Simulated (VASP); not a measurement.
# CaS (r.bp) (Fm-3m) in VASP: single point with PBE

Aim: the single point of CaS (r.bp) with PBE.

Everything below comes from runs of VASP 6.6.1. Logs are shortened: lines on timing, memory, paths and dates and some standing lists are left out, and cuts for length are marked.

## 1. The cell of the first run

The structure is cubic, space group Fm-3m (No. 225). The conventional cell has a = 5.657 Å, b = 5.657 Å, c = 5.657 Å, α = 90.00°, β = 90.00°, γ = 90.00°. Ca (site symmetry m-3m) has 6 S at 2.83 Å within 3.7 Å. S (site symmetry m-3m) has 6 Ca at 2.83 Å within 3.7 Å.

## 2. Single point, PBE

Contents of INCAR:

```
SYSTEM = CaS
ALGO = Normal ; EDIFF = 1E-6
ENCUT = 500 ; GGA = PE
GGA_COMPAT = .False. ; ISIF = 2
ISMEAR = 0 ; LASPH = .True.
LCHARG = .False. ; LREAL = .False.
LWAVE = .False. ; NBANDS = 15
NELM = 120 ; PREC = Accurate
SIGMA = 0.02
```

Contents of KPOINTS:

```
k-points
0
Gamma
  8 8 8
  0 0 0
```

Contents of POSCAR:

```
CaS
1.0
    0.0000000000      2.8283543243      2.8283543243
    2.8283543243      0.0000000000      2.8283543243
    2.8283543243      2.8283543243      0.0000000000
Ca S
1 1
Direct
    0.0000000000      0.0000000000      0.0000000000
    0.5000000000      0.5000000000      0.5000000000
```

Potentials or basis: VASP PAW PBE potentials, release 64 (Ca_sv, S).

Command:

```bash
cat potpaw_PBE.64/Ca_sv/POTCAR potpaw_PBE.64/S/POTCAR > POTCAR
mpirun -np 1 vasp_std > vasp.out
```

OUTCAR:

```text
SYSTEM = CaS
   EDIFF = 1E-6
   ENCUT = 500
   GGA = PE
   ISIF = 2
   ISMEAR = 0
   LASPH = .True.
   LREAL = .False.
   NELM = 120
   PREC = Accurate

 ion  position               nearest neighbor table
   1  0.000  0.000  0.000-   2 2.83   2 2.83   2 2.83   2 2.83   2 2.83   2 2.83
   2  0.500  0.500  0.500-   1 2.83   1 2.83   1 2.83   1 2.83   1 2.83   1 2.83

  LATTYP: Found a face centered cubic cell.
 ALAT       =     5.6567086486

  Lattice vectors:

 A1 = (   0.0000000000,   2.8283543243,   2.8283543243)
 A2 = (   2.8283543243,   0.0000000000,   2.8283543243)
 A3 = (   2.8283543243,   2.8283543243,   0.0000000000)

Analysis of symmetry for initial positions (statically):
=====================================================================
 Subroutine PRICEL returns:
 Original cell was already a primitive cell.

 Routine SETGRP: Setting up the symmetry group for a
 face centered cubic supercell.

 Subroutine GETGRP returns: Found 48 space group operations
 (whereof 48 operations were pure point group operations)
 out of a pool of 48 trial point group operations.

The static configuration has the point symmetry O_h .

Analysis of symmetry for dynamics (positions and initial velocities):
=====================================================================
 Subroutine PRICEL returns:
 Original cell was already a primitive cell.

 Routine SETGRP: Setting up the symmetry group for a
 face centered cubic supercell.

 Subroutine GETGRP returns: Found 48 space group operations
 (whereof 48 operations were pure point group operations)
 out of a pool of 48 trial point group operations.

The dynamic configuration has the point symmetry O_h .

 Subroutine INISYM returns: Found 48 space group operations
 (whereof 48 operations are pure point group operations),
 and found     1 'primitive' translations

----------------------------------------------------------------------------------------

                                     Primitive cell

  volume of cell :      45.2513

  direct lattice vectors                    reciprocal lattice vectors
     0.000000000  2.828354324  2.828354324    -0.176781245  0.176781245  0.176781245
     2.828354324  0.000000000  2.828354324     0.176781245 -0.176781245  0.176781245
     2.828354324  2.828354324  0.000000000     0.176781245  0.176781245 -0.176781245

  length of vectors
     3.999897045  3.999897045  3.999897045     0.306194099  0.306194099  0.306194099

  position of ions in fractional coordinates (direct lattice)
     0.000000000  0.000000000  0.000000000
     0.500000000  0.500000000  0.500000000

  ion indices of the primitive-cell ions
   primitive index   ion index
                 1           1
                 2           2

----------------------------------------------------------------------------------------

 KPOINTS: k-points

Automatic generation of k-mesh.
 Grid dimensions read from file:
 generate k-points for:    8    8    8

 Generating k-lattice:

  Cartesian coordinates                     Fractional coordinates (reciprocal lattice)
    -0.022097656  0.022097656  0.022097656     0.125000000  0.000000000  0.000000000
     0.022097656 -0.022097656  0.022097656     0.000000000  0.125000000  0.000000000
     0.022097656  0.022097656 -0.022097656     0.000000000  0.000000000  0.125000000

  Length of vectors
     0.038274262  0.038274262  0.038274262

  Shift w.r.t. Gamma in fractional coordinates (k-lattice)
     0.000000000  0.000000000  0.000000000

 Subroutine IBZKPT returns following result:
 ===========================================

 Found     29 irreducible k-points:

 Following reciprocal coordinates:
            Coordinates               Weight
  0.000000  0.000000  0.000000      1.000000
  0.125000  0.000000  0.000000      8.000000
  0.250000  0.000000  0.000000      8.000000
  0.375000  0.000000  0.000000      8.000000
  0.500000  0.000000  0.000000      4.000000
  0.125000  0.125000  0.000000      6.000000
[... 16 lines left out ...]
  0.500000  0.250000  0.125000     48.000000
 -0.375000  0.250000  0.125000     24.000000
 [... further k-points ...]
   k-points           NKPTS =     29   k-points in BZ     NKDIM =     29   number of bands    NBANDS=     15
   number of dos      NEDOS =    301   number of ions     NIONS =      2
   total plane-waves  NPLWV =  27000
   dimension x,y,z NGX =    30 NGY =   30 NGZ =   30
   dimension x,y,z NGXF=    60 NGYF=   60 NGZF=   60
   ions per type =               1   1
   NGX,Y,Z   is equivalent  to a cutoff of  12.47, 12.47, 12.47 a.u.
   NGXF,Y,Z  is equivalent  to a cutoff of  24.94, 24.94, 24.94 a.u.
 SYSTEM =  CaS
   PREC   = accura    normal or accurate (medium, high low for compatibility)
   ISTART =      0    job   : 0-new  1-cont  2-samecut
   ICHARG =      2    charge: 1-file 2-atom 10-const
   ISPIN  =      1    spin polarized calculation?
   LNONCOLLINEAR =      F non collinear calculations
   LSORBIT =      F    spin-orbit coupling
   LASPH  =      T    aspherical Exc in radial PAW
   ENCUT  =  500.0 eV  36.75 Ry    6.06 a.u.   7.29  7.29  7.29*2*pi/ulx,y,z
   NELM   =    120;   NELMIN=  2; NELMDL= -5     # of ELM steps
   EDIFF  = 0.1E-05   stopping-criterion for ELM
   LREAL  =      F    real-space projection
   EDIFFG = 0.1E-04   stopping-criterion for IOM
   NSW    =      0    number of steps for IOM
   IBRION =     -1    ionic relax: 0-MD 1-quasi-New 2-CG
   NFREE  =      0    steps in history (QN), initial steepest desc. (CG)
   ISIF   =      2    stress and relaxation
   ISYM   =      2    0-nonsym 1-usesym 2-fastsym
   POTIM  = 0.5000    time-step for ionic-motion
   TEBEG  =    0.0;   TEEND  =   0.0 temperature during run
   PSTRESS=    0.0 pullay stress
   NELECT =      16.0000    total number of electrons
   NUPDOWN=      -1.0000    fix difference up-down
   EMIN   =  10.00;   EMAX   =-10.00  energy-range for DOS
   EFERMI =   0.00;   METHOD = LEGACY
   ISMEAR =     0;   SIGMA  =   0.02  broadening in eV -4-tet -1-fermi 0-gaus
   EFERMI_NEDOS =   21; number of points for ismear=-14 and -15
   IALGO  =     38    algorithm
   IMIX   =      4    mixing-type and parameters
     AMIX     =   0.40;   BMIX     =  1.00
     AMIX_MAG =   1.60;   BMIX_MAG =  1.00
  volume/ion in A,a.u.               =      22.63       152.69
  Fermi-wavevector in a.u.,A,eV,Ry     =   1.157633  2.187610 18.233370  1.340115
  Thomas-Fermi vector in A             =   2.294243
   LORBIT       =      0    0 simple, 1 ext, 2 COOP (PROOUT), +10 PAW based schemes
   GGA     = PE    functional components
   LHFCALC =     F    Hartree Fock is set to
   AEXX    =    0.0000 exact exchange contribution
   IVDW    =     0    specifies the selected vdW correction
   LEPSILON=     F    determine dielectric tensor
   LRPA    =     F    only Hartree local field effects (RPA)
 non-spin polarized calculation
 Gauss-broadening in eV      SIGMA  =   0.02
  energy-cutoff  :      500.00
  volume of cell :       45.25
 maximum number of plane-waves:      1174
 NGX is ok and might be reduce to    30
   NGX = 15   NGY = 15   NGZ = 15

 number of electron      16.0000002 magnetization

 Free energy of the ion-electron system (eV)
  ---------------------------------------------------
  ext. energy  EPLUGINS =         0.00000000
  ---------------------------------------------------
  free energy    TOTEN  =       -10.35593989 eV

  energy without entropy =      -10.35593989  energy(sigma->0) =      -10.35593989

 E-fermi :   3.0385     XC(G=0):  -9.4030

 val. band max:        2.8733272916   @ k =   0.0000   0.0000   0.0000
 cond. band min:       5.1834360601   @ k =   0.5000   0.5000   0.0000
 fundamental gap:      2.3101087686
 Fermi energy:         3.0385125940

 k-point     1 :       0.0000    0.0000    0.0000
  band No.  band energies     occupation
      1     -36.2543      2.00000
      2     -17.2368      2.00000
      3     -17.2368      2.00000
      4     -17.2368      2.00000
      5      -8.5204      2.00000
      6       2.8733      2.00000
      7       2.8733      2.00000
      8       2.8733      2.00000
      9       7.0342      0.00000
     10       7.0342      0.00000
     11       7.0342      0.00000
     12       7.1485      0.00000
     13       7.6458      0.00000
     14       7.6458      0.00000
     15      13.7858      0.00000

 k-point     2 :       0.1250    0.0000    0.0000
  band No.  band energies     occupation
      1     -36.2525      2.00000
      2     -17.2646      2.00000
      3     -17.2389      2.00000
      4     -17.2389      2.00000
      5      -8.4070      2.00000
      6       2.2010      2.00000
      7       2.6384      2.00000
      8       2.6384      2.00000
      9       7.0458      0.00000
     10       7.2692      0.00000
     11       7.2692      0.00000
     12       7.9129      0.00000
     13       8.0683      0.00000
     14       8.0683      0.00000
     15      13.9484      0.00000

 k-point     3 :       0.2500    0.0000    0.0000
  band No.  band energies     occupation
      1     -36.2480      2.00000
      2     -17.3302      2.00000
      3     -17.2440      2.00000
      4     -17.2440      2.00000
      5      -8.1191      2.00000
      6       1.0122      2.00000
      7       2.1786      2.00000
      8       2.1786      2.00000
      9       7.1771      0.00000
     10       7.8649      0.00000
     11       7.8649      0.00000
     12       9.1171      0.00000
     13       9.1171      0.00000
     14       9.2633      0.00000
     15      13.3590      0.00000
[... 343 lines left out ...]
 k-point    23 :       0.5000    0.2500    0.1250
  band No.  band energies     occupation
      1     -36.2411      2.00000
      2     -17.3722      2.00000
      3     -17.2873      2.00000
      4     -17.2601      2.00000
      5      -7.7894      2.00000
      6       0.3192      2.00000
      7       1.5315      2.00000
      8       1.7617      2.00000
      9       7.1948      0.00000
     10       8.7969      0.00000
     11       9.0864      0.00000
     12       9.2184      0.00000
     13       9.8799      0.00000
     14      11.3965      0.00000
     15      11.8164      0.00000

 k-point    24 :      -0.3750    0.2500    0.1250
  band No.  band energies     occupation
      1     -36.2396      2.00000
      2     -17.3859      2.00000
      3     -17.2907      2.00000
      4     -17.2652      2.00000
      5      -7.7067      2.00000
      6       0.1852      2.00000
      7       1.3382      2.00000
      8       1.6698      2.00000
      9       7.8853      0.00000
     10       8.2133      0.00000
     11       9.3855      0.00000
     12       9.7232      0.00000
     13      10.0009      0.00000
     14      10.9717      0.00000
     15      12.3228      0.00000

 [... further k-points ...]
[... 5 lines left out ...]
  --------------------------------------------------------------------------------------
  -------------------------------------------------------------------------------------
  Total        0.5433427      0.5433427      0.5433427      0.0000000      0.0000000      0.0000000
  in kB       19.2376940     19.2376940     19.2376940      0.0000000      0.0000000      0.0000000
  external PRESSURE =      19.2376940 kB  Pullay stress =       0.0000000 kB

 VOLUME and BASIS-vectors are now :
 -----------------------------------------------------------------------------
  energy-cutoff  :      500.00
  volume of cell :       45.25
      direct lattice vectors                 reciprocal lattice vectors
     0.000000000  2.828354324  2.828354324    -0.176781245  0.176781245  0.176781245
     2.828354324  0.000000000  2.828354324     0.176781245 -0.176781245  0.176781245
     2.828354324  2.828354324  0.000000000     0.176781245  0.176781245 -0.176781245

 POSITION                                       TOTAL-FORCE (eV/Angst)
 -----------------------------------------------------------------------------------
      0.00000      0.00000      0.00000         0.000000      0.000000      0.000000
      2.82835      2.82835      2.82835         0.000000     -0.000000      0.000000
 -----------------------------------------------------------------------------------
    total drift:                               -0.000000      0.000000      0.000000

  FREE ENERGIE OF THE ION-ELECTRON SYSTEM (eV)
  ---------------------------------------------------
  free  energy   TOTEN  =       -10.3559398887 eV

  energy  without entropy=      -10.3559398887  energy(sigma->0) =      -10.35593989
```

It took 27 s on 1 thread of Intel Xeon 8259CL, shared host; peak memory 0.17 GiB.

Results:

- Free energy: -10.3559 eV
- Pressure: 1.9 GPa
- Band gap on the k mesh: 2.31 eV, indirect (least direct gap 3.13 eV)

A k mesh can miss the band edges.
